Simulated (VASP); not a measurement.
# InP: single point with LDA

The system is InP.

```
In P
1.0
     0.00000    2.93050    2.93050
     2.93050    0.00000    2.93050
     2.93050    2.93050    0.00000
In P
1 1
Cartesian
  0.0000 0.0000 0.0000
  4.3957 4.3957 4.3957
```

```yaml
Program: VASP 6.6.1
Task: single point
Functional: LDA
Potentials_or_basis: VASP PAW LDA potentials, release 64 (In_d, P)
Cutoff: 500 eV
k_mesh: 4 × 4 × 4
Occupations: gaussian, width 0.05 eV
Spin: no spin polarisation
Dipole_correction: no
Further_INCAR_settings: ALGO = Normal; EDIFF = 1e-06; NBANDS = 16
```

```yaml
Pressure: -1.0 GPa
Band_gap_on_the_k_mesh: 0.49 eV, direct
```

Levels at points of the mesh, in eV from the valence-band top:
```csv
k point,band 7,band 8,band 9,band 10,band 11,band 12
"(0.00, 0.00, 0.00)",0.00,0.00,0.00,0.49,3.93,3.93
"(0.50, 0.00, 0.00)",-5.86,-1.00,-1.00,1.30,4.67,4.67
"(0.50, 0.50, 0.00)",-5.89,-2.37,-2.37,1.56,2.10,8.98
```

Run time: 4.6 s on 1 thread of Intel(R) Xeon(R) 6975P-C (Granite Rapids), on a shared host, peak memory 0.14 GiB.

Caveat: the k points lie up to 0.46 Å⁻¹ apart; spin-orbit coupling is left out, which moves the levels of the heavy elements. Expect the measured gap to be larger: semilocal functionals such as LDA lack the derivative discontinuity.
